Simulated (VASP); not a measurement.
Crystal: CaH5.

```
Ca H
1.0
     3.54116   -2.49493    0.00000
     3.54116    2.49493    0.00000
    -1.57308    0.00000    2.98893
Ca H
1 5
Direct
  0.63946 0.36054 0.00000
  0.62228 0.99598 0.31236
  0.00402 0.37772 0.68764
  0.22435 0.77509 0.35756
  0.22491 0.77565 0.64244
  0.19767 0.80233 0.00000
```

The cell was generated, and may not be a known phase.

```yaml
Program: VASP 6.6.1
Task: relaxation of cell and atoms
Functional: PBE
Potentials_or_basis: VASP PAW PBE potentials, release 64 (Ca_sv, H)
Cutoff: 600 eV
k_mesh: 4 × 4 × 6
Occupations: gaussian, width 0.1 eV
Spin: no spin polarisation
```

At the start: pressure -0.2 GPa; volume 8.80 Å³/atom.

**Question.** How do energy, volume and symmetry change on relaxing?

**Answer.** Over 17 steps the energy falls by 32.1 meV/atom and the volume is 9.28 Å³/atom (+5.5 %); space group Imm2 (No. 44, to 0.1 Å) before and after.

Step by step:
| step | energy change (eV) | largest force (eV/Å) | pressure (GPa) | volume (Å³) |
| --- | --- | --- | --- | --- |
| 1 | 0.0000 | 0.3574 | -0.21 | 52.81 |
| 2 | -0.0298 | 0.2807 | 0.24 | 52.72 |
| 3 | -0.0669 | 0.7212 | 1.63 | 52.45 |
| 4 | -0.0845 | 0.6701 | 1.61 | 52.59 |
| 5 | -0.1278 | 0.5203 | 1.64 | 52.99 |
| 6 | -0.1508 | 0.3375 | 2.40 | 53.71 |
| 7 | -0.1552 | 0.2741 | 2.09 | 53.50 |
| 8 | -0.1701 | 0.1885 | 1.29 | 54.10 |
| 9 | -0.1793 | 0.1128 | 0.02 | 55.16 |
| 10 | -0.1793 | 0.1131 | 0.06 | 55.12 |
| 11 | -0.1820 | 0.1028 | 0.01 | 55.24 |
| 12 | -0.1872 | 0.0728 | -0.15 | 55.60 |
| 13 | -0.1844 | 0.1638 | -0.45 | 56.32 |
| 14 | -0.1883 | 0.0817 | -0.25 | 55.85 |
| 15 | -0.1908 | 0.0671 | -0.11 | 55.76 |
| 16 | -0.1918 | 0.0504 | 0.08 | 55.65 |
| 17 | -0.1928 | 0.0313 | -0.06 | 55.70 |

Final structure:
```
CELL_PARAMETERS angstrom
3.72789 -2.62378 0.22123
3.72789 2.62378 0.22123
-1.46938 0.00000 2.75985
ATOMIC_POSITIONS crystal
Ca 0.65700 0.34300 0.00000
H 0.63760 0.98649 0.31264
H 0.01351 0.36240 0.68736
H 0.20337 0.79663 0.33452
H 0.20337 0.79663 0.66548
H 0.19783 0.80217 0.00000
```

Caveat: the k points lie up to 0.38 Å⁻¹ apart in the final cell, too coarse for converged energies and pressures of a metal; an odd number of electrons without spin polarisation forces a metal; a magnetic or distorted state may lie lower.
